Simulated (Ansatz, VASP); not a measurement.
**One calculation of Al, two programs**

The input INCAR:

```
  PREC = Accurate
  ENCUT = 520
  EDIFF = 1E-6
  ISMEAR = 0
  SIGMA = 0.15
  LREAL = False
  LASPH = True
  NELM = 100
  ALGO = Normal
  ISIF = 2
  LWAVE = False
  LCHARG = False
  GGA = PS
  IVDW = 12
  NBANDS = 14
```

The input KPOINTS:

```
Automatic mesh
0
Gamma
  18 18 6
```

POSCAR

```
Al
1.0
    2.8193964236      0.0000000000      0.0000000000
   -1.4096982118      2.4416689262      0.0000000000
    0.0000000000      0.0000000000      8.8895569236
Al
4
Direct
    0.0000000000      0.0000000000      0.0000000000
    0.3333333333      0.6666666667      0.2500000000
    0.0000000000      0.0000000000      0.5000000000
    0.6666666667      0.3333333333      0.7500000000
```

Input for Ansatz:

```yaml
crystal:
  lattice:
    - [2.8193964236, 0.0, 0.0]
    - [-1.4096982118, 2.4416689262, 0.0]
    - [0.0, 0.0, 8.8895569236]
  atoms:
    - { symbol: Al, position: [0.0, 0.0, 0.0] }
    - { symbol: Al, position: [0.3333333333, 0.6666666667, 0.25] }
    - { symbol: Al, position: [0.0, 0.0, 0.5] }
    - { symbol: Al, position: [0.6666666667, 0.3333333333, 0.75] }
basis:
  ecutwfc: 420
kpoints:
  mp_grid: { grid: [18, 18, 6] }
hamiltonian:
  xc: pbesol
  pseudopotentials: { kind: paw, azcp: { folder: soft_1 } }
  dispersion: d3bj
scf:
  occupations: { method: gaussian, width: 0.15 }
output:
  forces: true
  stress: true
  eigenvalues: true
```

Alike in both runs: task single point; functional PBEsol; dispersion D3(BJ); k mesh 18 × 18 × 6; occupations gaussian, width 0.15 eV; no spin polarisation.

|  | VASP | Ansatz |
| --- | --- | --- |
| version | VASP 6.6.1 | Ansatz 0.2.0 |
| potentials or method | VASP PAW PBE potentials, release 64 (Al), cutoff 520 eV | scalar-relativistic, plane waves, PAW |
| valence electrons in the cell | 12 | 12 |

|  | VASP | Ansatz | Ansatz less VASP |
| --- | --- | --- | --- |
| gap on the k mesh at the Fermi level (eV) | none | none | - |
| pressure (GPa) | 2.1 | 2.0 | -0.11 |
| traceless stress, the component that is largest in VASP (GPa) | 2.85 | 2.83 | -0.019 |

VASP's potentials were made for PBE, not for PBEsol, and Ansatz warns of the same on its side. A gap of «none» marks a metal or a gap that the smearing closes.
